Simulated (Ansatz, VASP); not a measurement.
## SnSe: VASP beside Ansatz

```
Sn Se
1.0
     0.00000    3.01000    3.01000
     3.01000    0.00000    3.01000
     3.01000    3.01000    0.00000
Sn Se
1 1
Direct
  0.98911 0.00588 0.99792
  0.50714 0.48736 0.50516
```

Alike in both runs: task single point; functional LDA; k mesh 4 × 4 × 4; no spin polarisation.

```csv
,VASP,Ansatz
version,VASP 6.6.1,Ansatz 0.2.0
potentials or method,"VASP PAW LDA potentials, release 64 (Sn_d, Se), cutoff 500 eV","plane waves, PAW"
occupations,"gaussian, width 0.01 eV",fixed
valence electrons in the cell,20,30
```

Ansatz gave:

```
rms of the force components (eV/Å) : 0.029
```

Task: What did VASP give for the same quantities?

Result: rms of the force components (eV/Å): 0.027.

LDA's correlation is that of Perdew and Zunger in VASP and of Perdew and Wang (1992) in Ansatz. Atom by atom the forces differ by 0.003 eV/Å (rms over components). VASP's potentials hold 20 valence electrons a cell and Ansatz's 30, so a difference there can come from the potentials and not from the codes.

The k mesh is coarse, so the values compare programs but aren't converged.
